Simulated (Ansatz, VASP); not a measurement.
Ta: VASP beside Ansatz

```
Ta
1.0
    -1.65959    1.65959    1.65959
     1.65959   -1.65959    1.65959
     1.65959    1.65959   -1.65959
Ta
1
Direct
  0.00000 0.00000 0.00000
```

Alike in both runs: functional PBE; k mesh 18 × 18 × 18; occupations gaussian, width 0.1 eV; no spin polarisation.

Ansatz relaxed the structure, and its values are those at the end. VASP's run is a single point on that final structure, the one shown.

|  | VASP | Ansatz |
| --- | --- | --- |
| version | VASP 6.6.1 | Ansatz 0.2.0 |
| potentials or method | VASP PAW PBE potentials, release 64 (Ta_pv), cutoff 520 eV | scalar-relativistic, plane waves, PAW |
| valence electrons in the cell | 11 | 13 |

VASP gave:

```
gap on the k mesh at the Fermi level (eV) : none
pressure (GPa)                            : 0.0
```

Which values does Ansatz return?

gap on the k mesh at the Fermi level (eV): none; pressure (GPa): -0.1.

A gap of «none» marks a metal or a gap that the smearing closes. VASP's potentials hold 11 valence electrons a cell and Ansatz's 13, so a difference there can come from the potentials and not from the codes.

Spin-orbit coupling is off throughout.
